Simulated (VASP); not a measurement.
# O in VASP: notebook, part 3 of 3

VASP 6.6.1. Earlier steps stand in the parts before.

### Step 6. Single point, PBE+D3(BJ), collinear spin, ferromagnetic start

INCAR reads:

```
ALGO = Normal ; EDIFF = 1E-6
ENCUT = 910 ; GGA = PE
GGA_COMPAT = False ; ISIF = 2
ISMEAR = -1 ; ISPIN = 2
IVDW = 12 ; LASPH = True
LCHARG = False ; LORBIT = 11
LREAL = Auto ; LWAVE = False
MAGMOM = 1 1 1 1 1 1 1 1 1 1 1 1 1 1 1 1 1 1 1 1 1 1 1 1 ; NBANDS = 94
NELM = 200 ; PREC = Accurate
SIGMA = 0.05
```

KPOINTS reads:

```
k-points
0
Gamma
  1 1 1
```

POSCAR reads:

```
O
1.0
    8.2621490000      0.0000000000      0.0000000000
    0.0000000000      8.2621490000      0.0000000000
    0.0000000000      0.0000000000      8.2621490000
O
24
Direct
   -0.0751620432      0.8996811846      0.2415352229
    0.0152381662      0.8645571509      0.1365262234
    0.7409452432      0.2804718240      0.6226104129
    0.8393578959      0.2033248251      0.6978813865
    0.5438173531      0.9028764792      0.5316897577
    0.5815315120      0.9872128910      0.4132581003
    0.2323729577      0.5673342371      0.6745823635
    0.1432557074      0.5087780431      0.5767385701
    0.8831479558      0.7295801613      0.5192232675
    0.7831739660      0.6599251599      0.4448116344
    0.3706299656      0.7162059169      0.3081643771
    0.4461188003      0.7009677506      0.1814661052
    0.5976653290      0.3272393175      0.1897327197
    0.7104083937      0.3749629788      0.1077443653
    0.3994118237      0.2924299719      0.8961833053
    0.2754973313      0.2189987133      0.8701731232
    0.0813710815      0.4274190649      0.0795797800
   -0.0085691991      0.4771881989     -0.0202247623
    0.6755627380     -0.0471426986      0.0005325491
    0.5367126640     -0.0409578670     -0.0480383493
    0.1919960533      0.1506750847      0.5461896173
    0.2129107088      0.1034476623      0.4068433043
    0.6834904575      0.6374370639      0.8088452532
    0.5414813991      0.6379454062      0.7739148737
```

Potentials or basis: VASP PAW PBE potentials, release 64 (O_h).

Command:

```bash
$ cat potpaw_PBE.64/O_h/POTCAR > POTCAR
$ mpirun -np 1 vasp_gam > vasp.out
```

Wall time 6.6 min (1 thread of Intel Xeon Platinum 8259CL at 2.50GHz (Skylake/Cascade Lake), shared host); peak memory 1.3 GiB.

The run converged. Its results:

* Free energy: -120.9424 eV
* Pressure: 1.2 GPa
* Largest force: 3.154 eV/Å
* Net moment: 24.00 μB per cell
* Site moments: O +0.62, +0.61 (each value once) μB
* Valence electrons inside the program's atomic spheres: O 3.34, 3.32, 3.30, 3.29, 3.33, 3.31 (each value once)
* Dispersion energy per atom: -0.032 eV

Forces on the atoms (eV/Å):
```
O   -1.832  0.885  2.098
O    1.965 -0.754 -2.261
O   -0.652  0.531 -0.498
O    0.641 -0.525  0.512
O    0.375  1.014 -1.067
O   -0.351 -0.782  1.176
O    0.981  0.722  1.158
O   -1.045 -0.745 -1.201
O    2.129  1.517  1.723
O   -2.133 -1.662 -1.624
O    0.132 -0.146 -0.466
O   -0.265 -0.037  0.382
O   -0.051 -0.043  0.146
O   -0.068 -0.013  0.007
O    0.528  0.347  0.058
O   -0.520 -0.366 -0.069
O    1.731 -0.912  2.008
O   -1.614  1.022 -2.007
O    0.098  0.081  0.032
O   -0.114  0.056 -0.060
O    0.089 -0.263 -0.641
O   -0.099  0.201  0.532
O    0.733 -0.052  0.211
O   -0.659 -0.073 -0.150
```

Stress tensor (GPa, compression positive):
```
2.10 0.08 1.00
0.08 0.48 0.44
1.00 0.44 1.10
```

Levels at points of the mesh, in eV from the Fermi level:
Spin up:
| k point | band 81 | band 82 | band 83 | band 84 | band 85 | band 86 | band 87 | band 88 |
| --- | --- | --- | --- | --- | --- | --- | --- | --- |
| (0.00, 0.00, 0.00) | -0.86 | -0.82 | -0.74 | -0.67 | 5.08 | 5.99 | 6.30 | 6.56 |
Spin down:
```tsv
k point	band 56	band 57	band 58	band 59	band 60	band 61	band 62	band 63	band 64	band 65
(0.00, 0.00, 0.00)	-5.71	-5.70	-5.58	-5.51	-5.42	0.67	0.77	0.85	0.89	0.96
```

Caveat: the k points lie up to 0.76 Å⁻¹ apart; the cutoff is under 1.25 times the usual one of these potentials, so pressure, stress and relaxed cells hold a basis-set (Pulay) error.

### Step 7. The runs side by side

```csv
cell,pressure (GPa),moment (μB),largest force (eV/Å)
"as given, atomic positions A",0.7,24.00,3.14
"as given, atomic positions B",0.8,24.00,2.86
"as given, atomic positions C",0.1,24.00,2.52
"as given, atomic positions D",-1.4,24.00,2.97
"as given, atomic positions E",1.2,24.00,3.15
```

Alike in all rows: task single point; level PBE+D3(BJ); potentials or basis VASP PAW PBE potentials, release 64 (O_h); spin collinear, ferromagnetic start; k mesh 1 × 1 × 1; cutoff (eV) 910; smearing fermi-dirac 0.05 eV.

Caveats: all runs use coarse meshes; the cutoff is under 1.25 times the usual one of these potentials, so pressure, stress and relaxed cells hold a basis-set (Pulay) error; the atoms stand as in a frame of molecular dynamics (at least some runs).

Total energies depend on the potentials used, so only differences within one code and one set of settings carry meaning.
